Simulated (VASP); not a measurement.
A run of VASP 6.6.1:

File INCAR:

```
ALGO = Normal ; EDIFF = 1E-7
ENCUT = 520 ; GGA = PS
ISIF = 2 ; ISMEAR = 0
LASPH = True ; LCHARG = False
LREAL = False ; LWAVE = False
NBANDS = 16 ; NELM = 100
PREC = Accurate ; SIGMA = 0.01
```

Contents of KPOINTS:

```
k-points
0
Gamma
  6 6 6
```

Contents of POSCAR:

```
ZnSe
1.0
    0.0000000000      2.8618592506      2.8618592506
    2.8618592506      0.0000000000      2.8618592506
    2.8618592506      2.8618592506      0.0000000000
Zn Se
1 1
Direct
    0.0000000000      0.0000000000      0.0000000000
    0.2500000000      0.2500000000      0.2500000000
```

Potentials or basis: VASP PAW PBE potentials, release 64 (Zn, Se).

The run is started by

```console
$ cat potpaw_PBE.64/Zn/POTCAR potpaw_PBE.64/Se/POTCAR > POTCAR
$ mpirun -np 1 vasp_std > vasp.out
```

Hardware: 1 thread of Intel(R) Xeon(R) Platinum 8259CL CPU @ 2.50GHz (Skylake/Cascade Lake), on a shared host.

How long does it take, and how much memory?

Wall time 23 s on 1 thread of Intel(R) Xeon(R) Platinum 8259CL CPU @ 2.50GHz (Skylake/Cascade Lake), with other jobs on the host, peak memory 0.16 GiB. Counts: scf iterations 14, k points 16.
